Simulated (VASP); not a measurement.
**MoS2: dielectric tensor with PBEsol**

The system is MoS2.

```
CELL_PARAMETERS angstrom
1.58000 0.91221 6.15000
-1.58000 0.91221 6.15000
0.00000 -1.82443 6.15000
ATOMIC_POSITIONS crystal
Mo 0.00000 0.00000 0.00000
S 0.41700 0.41700 0.41700
S 0.25000 0.25000 0.25000
```

| Property | Result |
| --- | --- |
| Program | VASP 6.6.1 |
| Task | dielectric tensor |
| Functional | PBEsol |
| Potentials or basis | VASP PAW PBE potentials, release 64 (Mo_sv, S) |
| Cutoff | 520 eV |
| k mesh | 8 × 8 × 8 |
| Occupations | gaussian, width 0.01 eV |
| Spin | no spin polarisation |
| Dipole correction | no |
| Further INCAR settings | ALGO = Normal; EDIFF = 1e-08 |

```
Band gap on the k mesh                  : 1.00 eV (least direct gap 2.03 eV)
Electronic dielectric tensor (diagonal) : 15.28, 15.28, 6.47
Born charges (mean of the diagonal)     : Mo -0.95; S +0.46, +0.49 e
```

Levels at points of the mesh, in eV from the valence-band top:
```tsv
k point	band 10	band 11	band 12	band 13	band 14	band 15	band 16	band 17
(0.00, 0.00, 0.00)	-2.34	-2.34	-1.27	-1.20	2.02	2.02	2.46	2.46
(0.50, 0.00, 0.00)	-4.08	-2.37	-1.66	-1.52	1.58	2.00	3.45	3.50
(0.50, 0.50, 0.00)	-4.01	-2.94	-1.85	-1.35	1.53	2.13	2.98	3.93
(0.50, 0.50, 0.50)	-3.50	-2.32	-2.32	0.00	2.12	2.12	2.32	2.32
```

Electronic dielectric tensor:
```
15.28  0.00  0.00
 0.00 15.28  0.00
 0.00  0.00  6.47
```

Born effective charge tensors (e):
atom 1, Mo
```
-1.06  0.00  0.00
 0.00 -1.06  0.00
 0.00  0.00 -0.72
```
atom 2, S
```
0.53 0.00 0.00
0.00 0.53 0.00
0.00 0.00 0.32
```
atom 3, S
```
0.54 0.00 0.00
0.00 0.54 0.00
0.00 0.00 0.40
```

Wall time 71 min on 1 thread of Intel(R) Xeon(R) Platinum 8259CL CPU @ 2.50GHz (Skylake/Cascade Lake), with other jobs on the host, peak memory 0.76 GiB.

 A k mesh can miss the band edges.
